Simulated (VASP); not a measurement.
Input of a VASP 6.6.1 run:

POSCAR

```
Ag
1.0
    0.0000000000      2.0610734059      2.0610734059
    2.0610734059      0.0000000000      2.0610734059
    2.0610734059      2.0610734059      0.0000000000
Ag
1
Direct
    0.0000000000      0.0000000000      0.0000000000
```

Contents of INCAR.step1:

```
ALGO     = Normal         # electronic algorithm
EDIFF    = 1E-5           # SCF threshold, eV
ENCUT    = 520            # plane-wave cutoff, eV
GGA      = PE             # functional
ISIF     = 2              # what is computed and relaxed
ISMEAR   = -1             # smearing method
LASPH    = True           # aspherical terms in the spheres
LCHARG   = False          # write CHGCAR
LREAL    = False          # projectors in reciprocal space
LWAVE    = True           # write WAVECAR
NBANDS   = 12             # bands
NELM     = 100            # most SCF steps
PREC     = Accurate       # precision mode
SIGMA    = 0.1            # smearing width, eV
```

File INCAR.step2:

```
ALGO     = Normal         # electronic algorithm
EDIFF    = 1E-7           # SCF threshold, eV
ENCUT    = 520            # plane-wave cutoff, eV
GGA      = PE             # functional
HFSCREEN = 0.2079         # screening, 1/A
ISIF     = 2              # what is computed and relaxed
ISMEAR   = -1             # smearing method
ISTART   = 1            
LASPH    = True           # aspherical terms in the spheres
LCHARG   = False          # write CHGCAR
LHFCALC  = True           # exact exchange
LREAL    = False          # projectors in reciprocal space
LWAVE    = False          # write WAVECAR
NBANDS   = 12             # bands
NELM     = 100            # most SCF steps
PREC     = Accurate       # precision mode
PRECFOCK = Normal       
SIGMA    = 0.1            # smearing width, eV
```

Contents of KPOINTS:

```
k-points
0
Gamma
  6 6 6
```

Potentials or basis: VASP PAW PBE potentials, release 64 (Ag).

The run is started by

```bash
$ cat potpaw_PBE.64/Ag/POTCAR > POTCAR
$ cp INCAR.step1 INCAR
$ mpirun -np 1 vasp_std > vasp.out
$ cp INCAR.step2 INCAR
$ mpirun -np 1 vasp_std > vasp.out
```

(1) What does it give for the pressure?

(2) Predict the band gap on the k mesh.

Results:

(1) 2.2 GPa.

(2) zero (an odd number of electrons rules out a gap without spin polarisation).

Caveat: the k points lie up to 0.44 Å⁻¹ apart, too coarse for converged energies and pressures of a metal; the PAW data sets were made with another functional, which shifts forces and pressure a little.
